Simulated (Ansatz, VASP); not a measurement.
# One calculation of C, two programs

File INCAR:

```
SYSTEM = C
  ALGO = Normal
  EDIFF = 1E-6
  ENCUT = 520
  GGA = PS
  ISIF = 2
  ISMEAR = 0
  LASPH = .True.
  LCHARG = .False.
  LREAL = Auto
  LWAVE = .False.
  NBANDS = 43
  NELM = 80
  PREC = Accurate
  SIGMA = 0.05
```

KPOINTS

```
k-points
0
Gamma
  6 6 6
  0 0 0
```

File POSCAR:

```
C
1.0
    0.0000000000      3.5537981836     -3.5537981836
   -3.5537981836      0.0000000000     -3.5537981836
   -3.5537981836      3.5537981836      0.0000000000
C
15
Direct
    0.2500000000      0.7500000000      0.2500000000
    0.7500000000      0.2500000000      0.2500000000
    0.2500000000      0.2500000000      0.2500000000
    0.7500000000      0.7500000000      0.7500000000
    0.2500000000      0.7500000000      0.7500000000
    0.7500000000      0.2500000000      0.7500000000
    0.2500000000      0.2500000000      0.7500000000
    0.8750000000      0.3750000000      0.3750000000
    0.3750000000      0.3750000000      0.3750000000
    0.7789613725      0.7789613725      0.5202022550
    0.3750000000      0.8750000000      0.3750000000
    0.8750000000      0.3750000000      0.8750000000
    0.3750000000      0.3750000000      0.8750000000
    0.8750000000      0.8750000000      0.8750000000
    0.3750000000      0.8750000000      0.8750000000
```

Input for Ansatz:

```yaml
crystal:
  lattice:
    - [0.0, 3.5537981836, -3.5537981836]
    - [-3.5537981836, 0.0, -3.5537981836]
    - [-3.5537981836, 3.5537981836, 0.0]
  atoms:
    - { symbol: C, position: [0.25, 0.75, 0.25] }
    - { symbol: C, position: [0.75, 0.25, 0.25] }
    - { symbol: C, position: [0.25, 0.25, 0.25] }
    - { symbol: C, position: [0.75, 0.75, 0.75] }
    - { symbol: C, position: [0.25, 0.75, 0.75] }
    - { symbol: C, position: [0.75, 0.25, 0.75] }
    - { symbol: C, position: [0.25, 0.25, 0.75] }
    - { symbol: C, position: [0.875, 0.375, 0.375] }
    - { symbol: C, position: [0.375, 0.375, 0.375] }
    - { symbol: C, position: [0.7789613725, 0.7789613725, 0.520202255] }
    - { symbol: C, position: [0.375, 0.875, 0.375] }
    - { symbol: C, position: [0.875, 0.375, 0.875] }
    - { symbol: C, position: [0.375, 0.375, 0.875] }
    - { symbol: C, position: [0.875, 0.875, 0.875] }
    - { symbol: C, position: [0.375, 0.875, 0.875] }
basis:
  ecutwfc: 420
kpoints:
  mp_grid: { grid: [6, 6, 6] }
hamiltonian:
  xc: pbesol
  pseudopotentials: { kind: paw, azcp: { folder: soft_1 } }
scf:
  occupations: { method: gaussian, width: 0.05 }
output:
  forces: true
  stress: true
  eigenvalues: true
```

Change from the starting cell: C vacancy; atom 10 moved 0.125 of the way to it and +0.700 Å across, host rigid.

Alike in both runs: task single point; functional PBEsol; k mesh 6 × 6 × 6; occupations gaussian, width 0.05 eV; no spin polarisation.

```csv
,VASP,Ansatz
version,VASP 6.6.1,Ansatz 0.2.0
potentials or method,"VASP PAW PBE potentials, release 64 (C), cutoff 520 eV","scalar-relativistic, plane waves, PAW"
valence electrons in the cell,60,60
```

Ansatz gave:

```
gap on the k mesh at the Fermi level (eV)                     : none
pressure (GPa)                                                : 24.4
traceless stress, the component that is largest in VASP (GPa) : -33.12
rms of the force components (eV/Å)                            : 10.066
```

Q: Estimate VASP's values.

A: gap on the k mesh at the Fermi level (eV): none; pressure (GPa): 25.8; traceless stress, the component that is largest in VASP (GPa): -33.65; rms of the force components (eV/Å): 10.200.

VASP's potentials were made for PBE, not for PBEsol, and Ansatz warns of the same on its side. Atom by atom the forces differ by 0.138 eV/Å (rms over components). A gap of «none» marks a metal or a gap that the smearing closes.
